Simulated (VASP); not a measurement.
Runs of VASP 6.6.1 on MnS. Symmetry: Pm-3m, No. 221, cubic system. The conventional cell has a = 3.099 Å, b = 3.099 Å, c = 3.099 Å, α = 90.00°, β = 90.00°, γ = 90.00°. Mn (site symmetry m-3m) has 8 S at 2.68 Å and 6 Mn at 3.10 Å within 3.5 Å. Within 3.5 Å of S (site symmetry m-3m) lie 8 Mn at 2.68 Å and 6 S at 3.10 Å. 

```csv
level,U,gap on the mesh (eV),pressure (GPa),moment (μB)
r2SCAN+U,Mn d U = 2.0 eV,none,15.8,(b)
r2SCAN+U,Mn d U = 6.0 eV,none,22.0,4.94
r2SCAN+U,Mn d U = 4.0 eV,none,19.3,4.89
r2SCAN,-,none,9.9,(a)
```

Alike in all rows: task single point; potentials or basis VASP PAW PBE potentials, release 64 (Mn_pv, S); spin collinear, ferromagnetic start; cell as given; k mesh 7 × 7 × 7; cutoff (eV) 520; smearing fermi-dirac 0.15 eV.

Question: Estimate the missing entries.

Answer: (a) 4.58; (b) 4.81.

Caveats: the cell stands under pressure; the PAW data sets were made with another functional, which shifts forces and pressure a little; a cell with one magnetic atom can't hold antiferromagnetic order, which such compounds often take; semilocal functionals often make such compounds metallic where correlation or magnetic order opens a gap, which also shifts bond lengths (at least some runs).

A gap of «none» marks levels without a gap at the run's occupations.
